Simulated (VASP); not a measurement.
# AgAu (P4/mmm) in VASP: notebook

The runs below take AgAu through relaxation of cell and atoms, with LDA.

Program: VASP 6.6.1. These are calculated values, not measurements. Logs are shortened: lines on timing, memory, paths and dates and some standing lists are left out, and cuts for length are marked.

### Step 1. The cell of the first run

The structure is tetragonal, space group P4/mmm (No. 123). The conventional cell has a = 2.802 Å, b = 2.802 Å, c = 4.129 Å, α = 90.00°, β = 90.00°, γ = 90.00°. Within 3.7 Å of Au (site symmetry 4/mmm) lie 4 Au at 2.80 Å and 8 Ag at 2.86 Å. Ag (site symmetry 4/mmm) has 4 Ag at 2.80 Å and 8 Au at 2.86 Å within 3.7 Å.

### Step 2. Relaxation of cell and atoms, LDA

Contents of INCAR:

```
SYSTEM = AgAu
PREC = Accurate
ENCUT = 600
EDIFF = 1E-6
ISMEAR = -1
SIGMA = 0.1
LREAL = .False.
LASPH = .True.
NELM = 60
ALGO = Normal
ISIF = 3
LWAVE = .False.
LCHARG = .False.
IBRION = 2
NSW = 80
EDIFFG = -0.02
```

Contents of KPOINTS:

```
regular mesh
0
Gamma
  4 5 5
  0 0 0
```

Contents of POSCAR:

```
AgAu
1.0
    4.1293551410      0.0000000000      0.0000000000
    0.0000000000      3.9620640592      0.0000000000
    0.0000000000      0.0000000000      3.9620640592
Au Ag
2 2
Direct
    0.0000000000      0.0000000000      0.0000000000
    0.0000000000      0.5000000000      0.5000000000
    0.5000000000      0.0000000000      0.5000000000
    0.5000000000      0.5000000000      0.0000000000
```

Potentials or basis: VASP PAW LDA potentials, release 64 (Au, Ag).

Started as:

```sh
cat potpaw_LDA.64/Au/POTCAR potpaw_LDA.64/Ag/POTCAR > POTCAR
mpirun -np 1 vasp_std > vasp.out
```

OUTCAR:

```text
SYSTEM = AgAu
   PREC = Accurate
   ENCUT = 600
   EDIFF = 1E-6
   ISMEAR = -1
   LREAL = .False.
   LASPH = .True.
   NELM = 60
   ISIF = 3
   IBRION = 2
   NSW = 80
   EDIFFG = -0.02

 ion  position               nearest neighbor table
   1  0.000  0.000  0.000-   2 2.80   2 2.80   2 2.80   2 2.80   3 2.86   4 2.86   4 2.86   3 2.86
                             3 2.86   4 2.86   3 2.86   4 2.86
   2  0.000  0.500  0.500-   1 2.80   1 2.80   1 2.80   1 2.80   4 2.86   4 2.86   3 2.86   3 2.86
                             3 2.86   4 2.86   4 2.86   3 2.86
   3  0.500  0.000  0.500-   4 2.80   4 2.80   4 2.80   4 2.80   2 2.86   2 2.86   1 2.86   1 2.86
                             1 2.86   2 2.86   1 2.86   2 2.86
   4  0.500  0.500  0.000-   3 2.80   3 2.80   3 2.80   3 2.80   2 2.86   1 2.86   1 2.86   2 2.86
                             1 2.86   2 2.86   2 2.86   1 2.86

  LATTYP: Found a simple tetragonal cell.
 ALAT       =     3.9620640592
 C/A-ratio  =     1.0422232148

  Lattice vectors:

 A1 = (   0.0000000000,   3.9620640592,   0.0000000000)
 A2 = (   0.0000000000,   0.0000000000,   3.9620640592)
 A3 = (   4.1293551410,   0.0000000000,   0.0000000000)

Analysis of symmetry for initial positions (statically):
=====================================================================
 Subroutine PRICEL returns following result:

  LATTYP: Found a simple tetragonal cell.
 ALAT       =     2.8016023638
 C/A-ratio  =     1.4739262054

  Lattice vectors:

 A1 = (   0.0000000000,   1.9810320296,  -1.9810320296)
 A2 = (   0.0000000000,   1.9810320296,   1.9810320296)
 A3 = (   4.1293551410,   0.0000000000,   0.0000000000)

   2 primitive cells build up your supercell.

 Routine SETGRP: Setting up the symmetry group for a
 simple tetragonal supercell.

 Subroutine GETGRP returns: Found 16 space group operations
 (whereof 16 operations were pure point group operations)
 out of a pool of 16 trial point group operations.

The static configuration has the point symmetry D_4h.

Analysis of symmetry for dynamics (positions and initial velocities):
=====================================================================
 Subroutine PRICEL returns following result:

  LATTYP: Found a simple tetragonal cell.
 ALAT       =     2.8016023638
 C/A-ratio  =     1.4739262054

  Lattice vectors:

 A1 = (   0.0000000000,   1.9810320296,  -1.9810320296)
 A2 = (   0.0000000000,   1.9810320296,   1.9810320296)
 A3 = (   4.1293551410,   0.0000000000,   0.0000000000)

   2 primitive cells build up your supercell.

 Routine SETGRP: Setting up the symmetry group for a
 simple tetragonal supercell.

 Subroutine GETGRP returns: Found 16 space group operations
 (whereof 16 operations were pure point group operations)
 out of a pool of 16 trial point group operations.

The dynamic configuration has the point symmetry D_4h.

 Subroutine INISYM returns: Found 16 space group operations
 (whereof 16 operations are pure point group operations),
 and found     2 'primitive' translations

----------------------------------------------------------------------------------------

                                     Primitive cell

  volume of cell :      32.4112

  direct lattice vectors                    reciprocal lattice vectors
     0.000000000  1.981032030 -1.981032030     0.000000000  0.252393698 -0.252393698
     0.000000000  1.981032030  1.981032030     0.000000000  0.252393698  0.252393698
     4.129355141  0.000000000  0.000000000     0.242168563  0.000000000  0.000000000

  length of vectors
     2.801602364  2.801602364  4.129355141     0.356938591  0.356938591  0.242168563

  position of ions in fractional coordinates (direct lattice)
     0.000000000  0.000000000  0.000000000
     0.500000000  0.500000000  0.500000000

  ion indices of the primitive-cell ions
   primitive index   ion index
                 1           1
                 2           3

----------------------------------------------------------------------------------------

 KPOINTS: regular mesh

Automatic generation of k-mesh.
 Grid dimensions read from file:
 generate k-points for:    4    5    5

 Generating k-lattice:

  Cartesian coordinates                     Fractional coordinates (reciprocal lattice)
     0.060542141  0.000000000  0.000000000     0.250000000  0.000000000  0.000000000
     0.000000000  0.050478740  0.000000000     0.000000000  0.200000000  0.000000000
     0.000000000  0.000000000  0.050478740     0.000000000  0.000000000  0.200000000

  Length of vectors
     0.060542141  0.050478740  0.050478740

  Shift w.r.t. Gamma in fractional coordinates (k-lattice)
     0.000000000  0.000000000  0.000000000

 Subroutine IBZKPT returns following result:
 ===========================================

 Found     18 irreducible k-points:

 Following reciprocal coordinates:
            Coordinates               Weight
  0.000000  0.000000  0.000000      1.000000
  0.250000  0.000000  0.000000      2.000000
  0.500000  0.000000  0.000000      1.000000
  0.000000  0.200000  0.000000      4.000000
  0.250000  0.200000  0.000000      8.000000
  0.500000  0.200000  0.000000      4.000000
[... 10 lines left out ...]
  0.250000  0.400000  0.400000      8.000000
  0.500000  0.400000  0.400000      4.000000
   k-points           NKPTS =     18   k-points in BZ     NKDIM =     18   number of bands    NBANDS=     26
   number of dos      NEDOS =    301   number of ions     NIONS =      4
   total plane-waves  NPLWV =  36864
   dimension x,y,z NGX =    36 NGY =   32 NGZ =   32
   dimension x,y,z NGXF=    72 NGYF=   64 NGZF=   64
   ions per type =               2   2
   NGX,Y,Z   is equivalent  to a cutoff of  14.49, 13.43, 13.43 a.u.
   NGXF,Y,Z  is equivalent  to a cutoff of  28.99, 26.85, 26.85 a.u.
 SYSTEM =  AgAu
   PREC   = accura    normal or accurate (medium, high low for compatibility)
   ISTART =      0    job   : 0-new  1-cont  2-samecut
   ICHARG =      2    charge: 1-file 2-atom 10-const
   ISPIN  =      1    spin polarized calculation?
   LNONCOLLINEAR =      F non collinear calculations
   LSORBIT =      F    spin-orbit coupling
   LASPH  =      T    aspherical Exc in radial PAW
   ENCUT  =  600.0 eV  44.10 Ry    6.64 a.u.   8.25  7.91  7.91*2*pi/ulx,y,z
   NELM   =     60;   NELMIN=  2; NELMDL= -5     # of ELM steps
   EDIFF  = 0.1E-05   stopping-criterion for ELM
   LREAL  =      F    real-space projection
   EDIFFG = -.2E-01   stopping-criterion for IOM
   NSW    =     80    number of steps for IOM
   IBRION =      2    ionic relax: 0-MD 1-quasi-New 2-CG
   NFREE  =      1    steps in history (QN), initial steepest desc. (CG)
   ISIF   =      3    stress and relaxation
   ISYM   =      2    0-nonsym 1-usesym 2-fastsym
   POTIM  = 0.5000    time-step for ionic-motion
   TEBEG  =    0.0;   TEEND  =   0.0 temperature during run
   PSTRESS=    0.0 pullay stress
   NELECT =      44.0000    total number of electrons
   NUPDOWN=      -1.0000    fix difference up-down
   EMIN   =  10.00;   EMAX   =-10.00  energy-range for DOS
   EFERMI =   0.00;   METHOD = LEGACY
   ISMEAR =    -1;   SIGMA  =   0.10  broadening in eV -4-tet -1-fermi 0-gaus
   EFERMI_NEDOS =   21; number of points for ismear=-14 and -15
   IALGO  =     38    algorithm
   IMIX   =      4    mixing-type and parameters
     AMIX     =   0.40;   BMIX     =  1.00
     AMIX_MAG =   1.60;   BMIX_MAG =  1.00
  volume/ion in A,a.u.               =      16.21       109.36
  Fermi-wavevector in a.u.,A,eV,Ry     =   1.438746  2.718835 28.163905  2.069989
  Thomas-Fermi vector in A             =   2.557678
   LORBIT       =      0    0 simple, 1 ext, 2 COOP (PROOUT), +10 PAW based schemes
   GGA     = CA    functional components
   LHFCALC =     F    Hartree Fock is set to
   AEXX    =    0.0000 exact exchange contribution
   IVDW    =     0    specifies the selected vdW correction
   LEPSILON=     F    determine dielectric tensor
   LRPA    =     F    only Hartree local field effects (RPA)
 conjugate gradient relaxation of ions
 non-spin polarized calculation
  energy-cutoff  :      600.00
  volume of cell :       64.82
 maximum number of plane-waves:      2194
 NGX is ok and might be reduce to    36
   NGX = 17   NGY = 15   NGZ = 15

--------------------------------------- Ionic step        1  -------------------------------------------

 number of electron      44.0000002 magnetization

 Free energy of the ion-electron system (eV)
  ---------------------------------------------------
  ext. energy  EPLUGINS =         0.00000000
  ---------------------------------------------------
  free energy    TOTEN  =       -16.69630202 eV

  energy without entropy =      -16.64702152  energy(sigma->0) =      -16.67166177

------------------------ aborting loop because EDIFF is reached ----------------------------------------

  FORCE on cell =-STRESS in cart. coord.  units (eV):
  Direction    XX          YY          ZZ          XY          YZ          ZX
  --------------------------------------------------------------------------------------
  -------------------------------------------------------------------------------------
  Total       -0.0412828      0.4357424      0.4357424      0.0000000      0.0000000     -0.0000000
  in kB       -1.0203623     10.7699865     10.7699865      0.0000000      0.0000000     -0.0000000
  external PRESSURE =       6.8398702 kB  Pullay stress =       0.0000000 kB
[... 137 lines left out ...]
  energy  without entropy=      -16.6502094556  energy(sigma->0) =      -16.67478576

--------------------------------------- Ionic step        5  -------------------------------------------

 number of electron      44.0000002 magnetization

 Free energy of the ion-electron system (eV)
  ---------------------------------------------------
  ext. energy  EPLUGINS =         0.00000000
  ---------------------------------------------------
  free energy    TOTEN  =       -16.70072230 eV

  energy without entropy =      -16.65211997  energy(sigma->0) =      -16.67642114

 E-fermi :   9.4484     XC(G=0): -13.0623

 val. band max:        9.4322175522   @ k =   0.5000   0.4000   0.4000
 cond. band min:       9.4797901503   @ k =   0.0000   0.4000   0.4000
 fundamental gap:      0.0475725981
 Fermi energy:         9.4484308000

 k-point     1 :       0.0000    0.0000    0.0000
  band No.  band energies     occupation
      1       0.0546      2.00000
      2       2.2928      2.00000
      3       2.3686      2.00000
      4       2.3918      2.00000
      5       2.5475      2.00000
      6       2.5907      2.00000
[... 542 lines left out ...]
  FREE ENERGIE OF THE ION-ELECTRON SYSTEM (eV)
  ---------------------------------------------------
  free  energy   TOTEN  =       -16.7007223050 eV

  energy  without entropy=      -16.6521199676  energy(sigma->0) =      -16.67642114

 reached required accuracy - stopping structural energy minimisation
```

Wall time 48 s (1 thread of AMD EPYC 9R45 (Zen 5), shared host); peak memory 0.16 GiB.

Results:

* Free energy: -16.7007 eV
* Relaxed volume: 16.27 Å³/atom
* Relaxed cell: a = 4.079 Å, b = 3.994 Å, c = 3.994 Å, α = 90.00°, β = 90.00°, γ = 90.00°
* Space group after relaxing (to 0.05 Å): P4/mmm (No. 123)
* Energy gained by relaxing: 1.1 meV/atom
* Ionic steps: 5
* Pressure after relaxing: 0.0 GPa
* Band gap on the k mesh: zero (band 22 reaches 10.38 eV, above the bottom of band 23 at 9.29 eV)

Stress tensor (GPa, compression positive):
```
-0.13  0.00  0.00
 0.00  0.12  0.00
 0.00  0.00  0.12
```

Step by step:
| step | energy change (eV) | largest force (eV/Å) | pressure (GPa) | volume (Å³) |
| --- | --- | --- | --- | --- |
| 1 | 0.0000 | 0.0000 | 0.68 | 64.82 |
| 2 | -0.0010 | 0.0000 | -0.96 | 65.47 |
| 3 | -0.0015 | 0.0000 | -0.33 | 65.24 |
| 4 | -0.0031 | 0.0000 | -0.22 | 65.17 |
| 5 | -0.0044 | 0.0000 | 0.04 | 65.07 |

Final structure:
```
Au Ag
1.0
     4.07924    0.00000    0.00000
     0.00000    3.99402    0.00000
     0.00000    0.00000    3.99402
Au Ag
2 2
Direct
  0.00000 0.00000 0.00000
  0.00000 0.50000 0.50000
  0.50000 0.00000 0.50000
  0.50000 0.50000 0.00000
```

Caveat: the k points lie up to 0.39 Å⁻¹ apart in the final cell; spin-orbit coupling is left out, which moves the levels of the heavy elements.

### Step 3. Relaxation of cell and atoms, LDA

This run uses another cell than the first one, of 16.98 Å³/atom, 1.048 times its volume.

Contents of INCAR:

```
PREC = Accurate
ENCUT = 600
EDIFF = 1E-6
ISMEAR = -1
SIGMA = 0.1
LREAL = F
LASPH = T
NELM = 100
ALGO = Normal
ISIF = 3
LWAVE = F
LCHARG = F
GGA = CA
IBRION = 2
NSW = 80
EDIFFG = -0.02
```

Contents of KPOINTS:

```
Automatic mesh
0
Gamma
  4 4 4
```

Contents of POSCAR:

```
AgAu
1.0
    4.0800000000      0.0000000000      0.0000000000
    0.0000000000      4.0800000000      0.0000000000
    0.0000000000      0.0000000000      4.0800000000
Au Ag
2 2
Direct
    0.0000000000      0.0000000000      0.0000000000
    0.0000000000      0.5000000000      0.5000000000
    0.5000000000      0.0000000000      0.5000000000
    0.5000000000      0.5000000000      0.0000000000
```

Potentials or basis: VASP PAW LDA potentials, release 64 (Au, Ag).

Started as:

```sh
cat potpaw_LDA.64/Au/POTCAR potpaw_LDA.64/Ag/POTCAR > POTCAR
mpirun -np 1 vasp_std > vasp.out
```

OUTCAR:

```text
PREC = Accurate
   ENCUT = 600
   EDIFF = 1E-6
   ISMEAR = -1
   LREAL = F
   LASPH = T
   NELM = 100
   ISIF = 3
   GGA = CA
   IBRION = 2
   NSW = 80
   EDIFFG = -0.02

 ion  position               nearest neighbor table
   1  0.000  0.000  0.000-   2 2.88   3 2.88   4 2.88   2 2.88   3 2.88   2 2.88   4 2.88   2 2.88
                             3 2.88   4 2.88   3 2.88   4 2.88
   2  0.000  0.500  0.500-   1 2.88   3 2.88   4 2.88   1 2.88   4 2.88   1 2.88   3 2.88   1 2.88
                             3 2.88   4 2.88   4 2.88   3 2.88
   3  0.500  0.000  0.500-   1 2.88   2 2.88   4 2.88   1 2.88   4 2.88   2 2.88   4 2.88   4 2.88
                             1 2.88   2 2.88   1 2.88   2 2.88
   4  0.500  0.500  0.000-   1 2.88   2 2.88   3 2.88   2 2.88   3 2.88   1 2.88   3 2.88   3 2.88
                             1 2.88   2 2.88   2 2.88   1 2.88

  LATTYP: Found a simple cubic cell.
 ALAT       =     4.0800000000

  Lattice vectors:

 A1 = (   4.0800000000,   0.0000000000,   0.0000000000)
 A2 = (   0.0000000000,   4.0800000000,   0.0000000000)
 A3 = (   0.0000000000,   0.0000000000,   4.0800000000)

Analysis of symmetry for initial positions (statically):
=====================================================================
 Subroutine PRICEL returns following result:

  LATTYP: Found a simple tetragonal cell.
 ALAT       =     2.8849956672
 C/A-ratio  =     1.4142135624

  Lattice vectors:

[... 186 lines left out ...]
  --------------------------------------------------------------------------------------
  -------------------------------------------------------------------------------------
  Total       -2.7562185     -2.7244963     -2.7244963      0.0000000     -0.0000000      0.0000000
  in kB      -65.0195164    -64.2711874    -64.2711874      0.0000000     -0.0000000      0.0000000
  external PRESSURE =     -64.5206304 kB  Pullay stress =       0.0000000 kB
[... 25 lines left out ...]
--------------------------------------- Ionic step        2  -------------------------------------------

 number of electron      44.0000004 magnetization

 E-fermi :  10.4417     XC(G=0): -13.4095

 val. band max:       10.3853528993   @ k =   0.0000   0.5000   0.5000
 cond. band min:      10.4711311513   @ k =   0.2500   0.2500   0.0000
 fundamental gap:      0.0857782520
 Fermi energy:        10.4416849359

 k-point     1 :       0.0000    0.0000    0.0000
  band No.  band energies     occupation
      1       0.4728      2.00000
      2       2.7289      2.00000
      3       2.8398      2.00000
      4       2.8608      2.00000
      5       3.0363      2.00000
      6       3.0679      2.00000
[... 548 lines left out ...]
--------------------------------------- Ionic step        3  -------------------------------------------

 number of electron      44.0000003 magnetization

 Free energy of the ion-electron system (eV)
  ---------------------------------------------------
  ext. energy  EPLUGINS =         0.00000000
  ---------------------------------------------------
  free energy    TOTEN  =       -16.65388518 eV

  energy without entropy =      -16.59323392  energy(sigma->0) =      -16.62355955

 E-fermi :   9.4241     XC(G=0): -13.0658

 val. band max:        9.3048862302   @ k =   0.0000   0.5000   0.5000
 cond. band min:       9.4526007896   @ k =   0.2500   0.2500   0.0000
 fundamental gap:      0.1477145594
 Fermi energy:         9.4240701292

 k-point     1 :       0.0000    0.0000    0.0000
  band No.  band energies     occupation
      1       0.0584      2.00000
      2       2.2883      2.00000
      3       2.3749      2.00000
      4       2.3803      2.00000
      5       2.5529      2.00000
      6       2.5782      2.00000
[... 542 lines left out ...]
  FREE ENERGIE OF THE ION-ELECTRON SYSTEM (eV)
  ---------------------------------------------------
  free  energy   TOTEN  =       -16.6538851783 eV

  energy  without entropy=      -16.5932339161  energy(sigma->0) =      -16.62355955

 reached required accuracy - stopping structural energy minimisation
```

CONTCAR:

```text
AgAu
   1.00000000000000
     4.0214517661644837    0.0000000000000000    0.0000000000000000
     0.0000000000000000    4.0221256153054918   -0.0000000000000000
     0.0000000000000000   -0.0000000000000000    4.0221256153054918
  Au              Ag
     2     2
Direct
     0.0000000000000000    0.0000000000000000    0.0000000000000000
     0.0000000000000000    0.5000000000000000    0.5000000000000000
     0.5000000000000000    0.0000000000000000    0.5000000000000000
     0.5000000000000000    0.5000000000000000    0.0000000000000000

  0.00000000E+00  0.00000000E+00  0.00000000E+00
  0.00000000E+00  0.00000000E+00  0.00000000E+00
  0.00000000E+00  0.00000000E+00  0.00000000E+00
  0.00000000E+00  0.00000000E+00  0.00000000E+00
```

Wall time 45 s (1 thread of AMD EPYC 9R45 (Zen 5), shared host); peak memory 0.17 GiB.

What came out:

```yaml
Free_energy: -16.6539 eV
Relaxed_volume: 16.26 Å³/atom
Relaxed_cell: a = 4.021 Å, b = 4.022 Å, c = 4.022 Å, α = 90.00°, β = 90.00°, γ = 90.00°
Space_group_after_relaxing_to_0.05_Å: P4/mmm (No. 123)
Energy_gained_by_relaxing: 15.4 meV/atom
Ionic_steps: 3
Pressure_after_relaxing: -0.1 GPa
Band_gap_on_the_k_mesh: zero (band 22 reaches 10.62 eV, above the bottom of band 23 at 8.63 eV)
```

The path:
```csv
step,energy change (eV),largest force (eV/Å),pressure (GPa),volume (Å³)
1,0.0000,0.0000,-6.45,67.92
2,0.0578,0.0000,11.30,61.42
3,-0.0615,0.0000,-0.10,65.06
```

Final structure:
```
Au Ag
1.0
     4.02145    0.00000    0.00000
     0.00000    4.02213    0.00000
     0.00000    0.00000    4.02213
Au Ag
2 2
Direct
  0.00000 0.00000 0.00000
  0.00000 0.50000 0.50000
  0.50000 0.00000 0.50000
  0.50000 0.50000 0.00000
```

Caveat: the k points lie up to 0.39 Å⁻¹ apart in the final cell; spin-orbit coupling is left out, which moves the levels of the heavy elements.
